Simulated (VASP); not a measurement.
# Sb (Fd-3m) in VASP: further runs, part 2 of 2

VASP 6.6.1. Earlier steps stand in the parts before.

### 4 Single point, RPBE (volume scaled by 0.92)

File INCAR:

```
PREC = Accurate
ENCUT = 520
EDIFF = 1E-6
ISMEAR = -1
SIGMA = 0.1
LREAL = F
LASPH = T
NELM = 100
ALGO = Normal
ISIF = 2
LWAVE = F
LCHARG = F
GGA = RP
NBANDS = 12
```

File KPOINTS:

```
regular mesh
0
Gamma
  9 9 9
```

File POSCAR:

```
Sb
1.0
    0.0000000000      3.4421579607      3.4421579607
    3.4421579607      0.0000000000      3.4421579607
    3.4421579607      3.4421579607      0.0000000000
Sb
2
Direct
    0.1250000000      0.1250000000      0.1250000000
    0.8750000000      0.8750000000      0.8750000000
```

Launch:

```bash
$ cat potpaw_PBE.64/Sb/POTCAR > POTCAR
$ mpirun -np 1 vasp_std > vasp.out
```

Run time: 28 s. Hardware: 1 thread of Intel Xeon 6975P-C, shared host; peak memory 0.21 GiB.

The run converged. Its results:

| Item | Value |
| --- | --- |
| Free energy | -7.0158 eV |
| Pressure | 2.7 GPa |
| Band gap on the k mesh | zero (band 5 reaches 4.91 eV, above the bottom of band 6 at 4.05 eV) |

Levels at points of the mesh, in eV from the Fermi level:
```csv
k point,band 1,band 2,band 3,band 4,band 5,band 6,band 7,band 8,band 9,band 10
"(0.00, 0.00, 0.00)",-11.69,-5.14,-1.86,-1.86,-1.86,0.49,0.49,0.49,4.14,6.33
```

Caveat: the PAW data sets were made with another functional, which shifts forces and pressure a little; spin-orbit coupling is left out, which moves the levels of the heavy elements.

### 5 Single point, RPBE (volume scaled by 0.96)

File INCAR:

```
PREC = Accurate ; ENCUT = 520
EDIFF = 1E-6 ; ISMEAR = -1
SIGMA = 0.1 ; LREAL = F
LASPH = T ; NELM = 60
ALGO = Normal ; ISIF = 2
LWAVE = F ; LCHARG = F
GGA = RP ; NBANDS = 12
```

File KPOINTS:

```
Automatic mesh
0
Gamma
  9 9 9
```

File POSCAR:

```
Sb
1.0
    0.0000000000      3.4913382904      3.4913382904
    3.4913382904      0.0000000000      3.4913382904
    3.4913382904      3.4913382904      0.0000000000
Sb
2
Direct
    0.1250000000      0.1250000000      0.1250000000
    0.8750000000      0.8750000000      0.8750000000
```

Potentials or basis: VASP PAW PBE potentials, release 64 (Sb).

Launch:

```bash
$ cat potpaw_PBE.64/Sb/POTCAR > POTCAR
$ mpirun -np 1 vasp_std > vasp.out
```

OUTCAR:

```text
PREC = Accurate
   ENCUT = 520
   EDIFF = 1E-6
   ISMEAR = -1
   LREAL = F
   LASPH = T
   NELM = 60
   ISIF = 2
   GGA = RP

 ion  position               nearest neighbor table
   1  0.125  0.125  0.125-   2 3.02   2 3.02   2 3.02   2 3.02
   2  0.875  0.875  0.875-   1 3.02   1 3.02   1 3.02   1 3.02

  LATTYP: Found a face centered cubic cell.
 ALAT       =     6.9826765808

  Lattice vectors:

[... 547 lines left out ...]
     12      12.4215      0.00000

 [... further k-points ...]

------------------------ aborting loop because EDIFF is reached ----------------------------------------

  FORCE on cell =-STRESS in cart. coord.  units (eV):
  Direction    XX          YY          ZZ          XY          YZ          ZX
  --------------------------------------------------------------------------------------
  -------------------------------------------------------------------------------------
  Total        0.6385820      0.6385820      0.6385820      0.0000000      0.0000000      0.0000000
  in kB       12.0204709     12.0204709     12.0204709      0.0000000      0.0000000      0.0000000
  external PRESSURE =      12.0204709 kB  Pullay stress =       0.0000000 kB

 VOLUME and BASIS-vectors are now :
 -----------------------------------------------------------------------------
  energy-cutoff  :      520.00
  volume of cell :       85.11
      direct lattice vectors                 reciprocal lattice vectors
     0.000000000  3.491338290  3.491338290    -0.143211559  0.143211559  0.143211559
     3.491338290  0.000000000  3.491338290     0.143211559 -0.143211559  0.143211559
     3.491338290  3.491338290  0.000000000     0.143211559  0.143211559 -0.143211559

 POSITION                                       TOTAL-FORCE (eV/Angst)
 -----------------------------------------------------------------------------------
      0.87283      0.87283      0.87283        -0.000000     -0.000000      0.000000
      6.10984      6.10984      6.10984         0.000000      0.000000     -0.000000
 -----------------------------------------------------------------------------------
    total drift:                                0.000000     -0.000000     -0.000000

  FREE ENERGIE OF THE ION-ELECTRON SYSTEM (eV)
  ---------------------------------------------------
  free  energy   TOTEN  =        -7.0588581436 eV

  energy  without entropy=       -7.0105743787  energy(sigma->0) =       -7.03471626
```

Run time: 40 s. Hardware: 1 thread of Intel Xeon 6975P-C, shared host; peak memory 0.24 GiB.

Results:

```
Free energy            : -7.0589 eV
Pressure               : 1.2 GPa
Band gap on the k mesh : zero (band 5 reaches 4.45 eV, above the bottom of band 6 at 3.69 eV)
```

Caveat: the PAW data sets were made with another functional, which shifts forces and pressure a little; spin-orbit coupling is left out, which moves the levels of the heavy elements.

### 6 Overview

```tsv
cell	k mesh	gap on the mesh (eV)	pressure (GPa)
a = 5.005 Å, angles 60.0°, 2 atoms	8 × 8 × 8	none	0.0
a = 4.796 Å, angles 60.0°, 2 atoms	9 × 9 × 9	none	4.6
a = 4.868 Å, angles 60.0°, 2 atoms	9 × 9 × 9	none	2.7
a = 4.937 Å, angles 60.0°, 2 atoms	9 × 9 × 9	none	1.2
```

Alike in all rows: task single point; level RPBE; potentials or basis VASP PAW PBE potentials, release 64 (Sb); no spin polarisation; cutoff (eV) 520; smearing fermi-dirac 0.1 eV.

Caveats: the PAW data sets were made with another functional, which shifts forces and pressure a little; spin-orbit coupling is left out, which moves the levels of the heavy elements.

Absolute energies hang on the potentials; compare differences alone.
